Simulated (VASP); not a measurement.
# HgTe (I-4m2) in VASP: single point with r2SCAN

Aim: the single point of HgTe with r2SCAN.

All numbers are computed with VASP 6.6.1; they aren't measurements. Logs are shortened: lines on timing, memory, paths and dates and some standing lists are left out, and cuts for length are marked.

## (1) The cell of the first run

It takes space group I-4m2 (No. 119, tetragonal). Conventional cell: a = 4.805 Å, b = 4.805 Å, c = 6.578 Å, α = 90.00°, β = 90.00°, γ = 90.00°. Within 3.8 Å of Hg (site symmetry -4m2) lie 4 Te at 2.91 Å. Te (site symmetry -4m2) has 4 Hg at 2.91 Å within 3.8 Å.

## (2) Single point, r2SCAN (biaxial xy strain +3.3%)

File POSCAR:

```
HgTe
1.0
    0.0000000000      3.3973711817      3.2891578872
    3.3973711817      0.0000000000      3.2891578872
    3.3973711817      3.3973711817      0.0000000000
Hg Te
1 1
Direct
    0.0000000000      0.0000000000      0.0000000000
    0.2500000000      0.2500000000      0.2500000000
```

File INCAR.step1:

```
  ALGO = Normal
  EDIFF = 1E-4
  ENCUT = 520
  GGA = PE
  ISMEAR = -1
  LASPH = True
  LCHARG = False
  LREAL = False
  LWAVE = True
  NBANDS = 16
  NELM = 60
  PREC = Accurate
  SIGMA = 0.02
```

File INCAR.step2:

```
  ALGO = Normal
  EDIFF = 1E-7
  ENCUT = 520
  ISIF = 2
  ISMEAR = -1
  ISTART = 1
  LASPH = True
  LCHARG = False
  LMIXTAU = True
  LREAL = False
  LWAVE = False
  METAGGA = R2SCAN
  NBANDS = 16
  NELM = 60
  PREC = Accurate
  SIGMA = 0.02
```

File KPOINTS:

```
k-points
0
Gamma
  6 6 6
```

Potentials or basis: VASP PAW PBE potentials, release 64 (Hg, Te).

Launch:

```bash
cat potpaw_PBE.64/Hg/POTCAR potpaw_PBE.64/Te/POTCAR > POTCAR
cp INCAR.step1 INCAR
mpirun -np 1 vasp_std > vasp.out
cp INCAR.step2 INCAR
mpirun -np 1 vasp_std > vasp.out
```

OUTCAR:

```text
EDIFF = 1E-7
   ENCUT = 520
   ISIF = 2
   ISMEAR = -1
   ISTART = 1
   LASPH = True
   LREAL = False
   METAGGA = R2SCAN
   NELM = 60
   PREC = Accurate

 ion  position               nearest neighbor table
   1  0.000  0.000  0.000-   2 2.91   2 2.91   2 2.91   2 2.91
   2  0.250  0.250  0.250-   1 2.91   1 2.91   1 2.91   1 2.91

  LATTYP: Found a body centered tetragonal cell.
 ALAT       =     4.8046084016
 C/A-ratio  =     1.3691679372

  Lattice vectors:

 A1 = (   0.0000000000,  -3.3973711817,  -3.2891578872)
 A2 = (   0.0000000000,   3.3973711817,  -3.2891578872)
 A3 = (   3.3973711817,   0.0000000000,   3.2891578872)

Analysis of symmetry for initial positions (statically):
=====================================================================
 Subroutine PRICEL returns:
 Original cell was already a primitive cell.

 Routine SETGRP: Setting up the symmetry group for a
 body centered tetragonal supercell.

 Subroutine GETGRP returns: Found  8 space group operations
 (whereof  8 operations were pure point group operations)
 out of a pool of 16 trial point group operations.

The static configuration has the point symmetry D_2d.

Analysis of symmetry for dynamics (positions and initial velocities):
=====================================================================
 Subroutine PRICEL returns:
 Original cell was already a primitive cell.

 Routine SETGRP: Setting up the symmetry group for a
 body centered tetragonal supercell.

 Subroutine GETGRP returns: Found  8 space group operations
 (whereof  8 operations were pure point group operations)
 out of a pool of 16 trial point group operations.

The dynamic configuration has the point symmetry D_2d.

 Subroutine INISYM returns: Found  8 space group operations
 (whereof  8 operations are pure point group operations),
 and found     1 'primitive' translations

----------------------------------------------------------------------------------------

                                     Primitive cell

  volume of cell :      75.9278

  direct lattice vectors                    reciprocal lattice vectors
     0.000000000  3.397371182  3.289157887    -0.147172615  0.147172615  0.152014594
     3.397371182  0.000000000  3.289157887     0.147172615 -0.147172615  0.152014594
[... 74 lines left out ...]
   NGXF,Y,Z  is equivalent  to a cutoff of  25.31, 25.31, 24.91 a.u.
 SYSTEM =  unknown system
   PREC   = accura    normal or accurate (medium, high low for compatibility)
   ISTART =      1    job   : 0-new  1-cont  2-samecut
   ICHARG =      0    charge: 1-file 2-atom 10-const
   ISPIN  =      1    spin polarized calculation?
   LNONCOLLINEAR =      F non collinear calculations
   LSORBIT =      F    spin-orbit coupling
   LASPH  =      T    aspherical Exc in radial PAW
   ENCUT  =  520.0 eV  38.22 Ry    6.18 a.u.   8.79  8.79  8.93*2*pi/ulx,y,z
   NELM   =     60;   NELMIN=  2; NELMDL=  0     # of ELM steps
   EDIFF  = 0.1E-06   stopping-criterion for ELM
   LREAL  =      F    real-space projection
   EDIFFG = 0.1E-05   stopping-criterion for IOM
   NSW    =      0    number of steps for IOM
   IBRION =     -1    ionic relax: 0-MD 1-quasi-New 2-CG
   NFREE  =      0    steps in history (QN), initial steepest desc. (CG)
   ISIF   =      2    stress and relaxation
   ISYM   =      2    0-nonsym 1-usesym 2-fastsym
   POTIM  = 0.5000    time-step for ionic-motion
   TEBEG  =    0.0;   TEEND  =   0.0 temperature during run
   PSTRESS=    0.0 pullay stress
   NELECT =      18.0000    total number of electrons
   NUPDOWN=      -1.0000    fix difference up-down
   EMIN   =  10.00;   EMAX   =-10.00  energy-range for DOS
   EFERMI =   0.00;   METHOD = LEGACY
   ISMEAR =    -1;   SIGMA  =   0.02  broadening in eV -4-tet -1-fermi 0-gaus
   EFERMI_NEDOS =   21; number of points for ismear=-14 and -15
   IALGO  =     38    algorithm
   IMIX   =      4    mixing-type and parameters
     AMIX     =   0.40;   BMIX     =  1.00
     AMIX_MAG =   1.60;   BMIX_MAG =  1.00
  volume/ion in A,a.u.               =      37.96       256.19
  Fermi-wavevector in a.u.,A,eV,Ry     =   1.013208  1.914686 13.967621  1.026591
  Thomas-Fermi vector in A             =   2.146364
   LORBIT       =      0    0 simple, 1 ext, 2 COOP (PROOUT), +10 PAW based schemes
   METAGGA = R2SCAN    functional components
   LHFCALC =     F    Hartree Fock is set to
   AEXX    =    0.0000 exact exchange contribution
   IVDW    =     0    specifies the selected vdW correction
   LEPSILON=     F    determine dielectric tensor
   LRPA    =     F    only Hartree local field effects (RPA)
 non-spin polarized calculation
  energy-cutoff  :      520.00
  volume of cell :       75.93
 maximum number of plane-waves:      2064
   NGX = 17   NGY = 17   NGZ = 17

 number of electron      17.9999998 magnetization

 Free energy of the ion-electron system (eV)
  ---------------------------------------------------
  ext. energy  EPLUGINS =         0.00000000
  ---------------------------------------------------
  free energy    TOTEN  =       -75.11838047 eV

  energy without entropy =      -75.11822221  energy(sigma->0) =      -75.11830134

 E-fermi :   1.7157     XC(G=0):  -8.7607

 val. band max:        1.6617767121   @ k =   0.0000   0.0000   0.0000
 cond. band min:       1.7542630604   @ k =   0.0000   0.0000   0.0000
 fundamental gap:      0.0924863483
 Fermi energy:         1.7156702610

 k-point     1 :       0.0000    0.0000    0.0000
  band No.  band energies     occupation
      1      -9.9078      2.00000
      2      -5.3181      2.00000
      3      -5.3181      2.00000
      4      -5.3131      2.00000
      5      -4.8924      2.00000
      6      -4.8784      2.00000
[... 433 lines left out ...]
      3      -5.0864      2.00000
      4      -5.0094      2.00000
      5      -4.8511      2.00000
      6      -4.6065      2.00000
[... 8 lines left out ...]
     15      12.4060      0.00000
     16      13.1375      0.00000

 [... further k-points ...]
[... 5 lines left out ...]
  --------------------------------------------------------------------------------------
  -------------------------------------------------------------------------------------
  Total       -1.1135633     -1.1135633     -0.8887732      0.0000000     -0.0000000      0.0000000
  in kB      -23.4976686    -23.4976686    -18.7542988      0.0000000     -0.0000000      0.0000000
  external PRESSURE =     -21.9165454 kB  Pullay stress =       0.0000000 kB

 VOLUME and BASIS-vectors are now :
 -----------------------------------------------------------------------------
  energy-cutoff  :      520.00
  volume of cell :       75.93
      direct lattice vectors                 reciprocal lattice vectors
     0.000000000  3.397371182  3.289157887    -0.147172615  0.147172615  0.152014594
     3.397371182  0.000000000  3.289157887     0.147172615 -0.147172615  0.152014594
     3.397371182  3.397371182  0.000000000     0.147172615  0.147172615 -0.152014594

 POSITION                                       TOTAL-FORCE (eV/Angst)
 -----------------------------------------------------------------------------------
      0.00000      0.00000      0.00000        -0.000000     -0.000000     -0.000000
      1.69869      1.69869      1.64458         0.000000      0.000000      0.000000
 -----------------------------------------------------------------------------------
    total drift:                                0.000000      0.000000     -0.000001

  FREE ENERGIE OF THE ION-ELECTRON SYSTEM (eV)
  ---------------------------------------------------
  free  energy   TOTEN  =       -75.1183804684 eV

  energy  without entropy=      -75.1182222143  energy(sigma->0) =      -75.11830134
```

OUTCAR.step1:

```text
EDIFF = 1E-4
   ENCUT = 520
   GGA = PE
   ISMEAR = -1
   LASPH = True
[... 677 lines left out ...]
      0.00000      0.00000      0.00000         0.000000      0.000000     -0.000000
      1.69869      1.69869      1.64458        -0.000000     -0.000000      0.000000
 -----------------------------------------------------------------------------------
    total drift:                                0.000000      0.000000     -0.000000

  FREE ENERGIE OF THE ION-ELECTRON SYSTEM (eV)
  ---------------------------------------------------
  free  energy   TOTEN  =        -3.6333740427 eV

  energy  without entropy=       -3.6332062055  energy(sigma->0) =       -3.63329012
```

Run time: 4.2 min. Hardware: 1 thread of AMD EPYC 7R43 (Zen 3), shared host; peak memory 0.19 GiB.

What came out:

- Free energy: -75.1184 eV
- Pressure: -2.2 GPa
- Band gap on the k mesh: 0.09 eV, direct

Stress tensor (GPa, compression positive):
```
-2.35  0.00  0.00
 0.00 -2.35  0.00
 0.00  0.00 -1.88
```

Levels at points of the mesh, in eV from the valence-band top:
```csv
k point,band 7,band 8,band 9,band 10,band 11,band 12
"(0.00, 0.00, 0.00)",-0.68,0.00,0.00,0.09,4.80,4.81
"(0.50, 0.00, 0.00)",-4.85,-0.83,-0.70,0.95,5.44,5.61
"(0.50, 0.50, 0.00)",-4.82,-1.92,-1.92,1.97,2.98,8.42
"(0.50, 0.00, 0.50)",-4.95,-1.83,-1.76,2.19,3.10,8.22
```

Caveat: the cell differs from its parent crystal (biaxial xy strain +3.3%); the PAW data sets were made with another functional, which shifts forces and pressure a little; spin-orbit coupling is left out, which moves the levels of the heavy elements.
